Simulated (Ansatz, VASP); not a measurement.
# ZnO in VASP and in Ansatz

```
Zn O
1.0
     3.23853    0.00000    0.00000
    -1.61927    2.80465    0.00000
     0.00000    0.00000    5.18640
Zn O
2 2
Direct
  0.33333 0.66667 0.00000
  0.66667 0.33333 0.50000
  0.33333 0.66667 0.38210
  0.66667 0.33333 0.88210
```

Change from the starting cell: volume scaled by 0.99, crystal datasets.

Alike in both runs: task electric field gradients; functional LDA; k mesh 8 × 8 × 5; occupations fermi-dirac, width 0.01 eV; no spin polarisation.

|  | VASP | Ansatz |
| --- | --- | --- |
| version | VASP 6.6.1 | Ansatz 0.2.0 |
| potentials or method | VASP PAW LDA potentials, release 64 (Zn, O), cutoff 520 eV | all-electron PAW with datasets made for the crystal, scalar-relativistic |

VASP gave:

* gap on the k mesh at the Fermi level (eV): 0.76
* pressure (GPa): -4.6
* traceless stress, the component that is largest in VASP (GPa): 0.37
* rms of the force components (eV/Å): 0.024
* size of Vzz on the site where it differs most (V/Å²): 7.9

**Question.** What did Ansatz give for the same quantities?

**Answer.** gap on the k mesh at the Fermi level (eV): 0.76; pressure (GPa): -5.7; traceless stress, the component that is largest in VASP (GPa): 0.39; rms of the force components (eV/Å): 0.023; size of Vzz on the site where it differs most (V/Å²): 7.3.

LDA's correlation is that of Perdew and Zunger in VASP and of Perdew and Wang (1992) in Ansatz. Atom by atom the forces differ by 0.000 eV/Å (rms over components). Ansatz ran all-electron here, and VASP with PAW potentials.
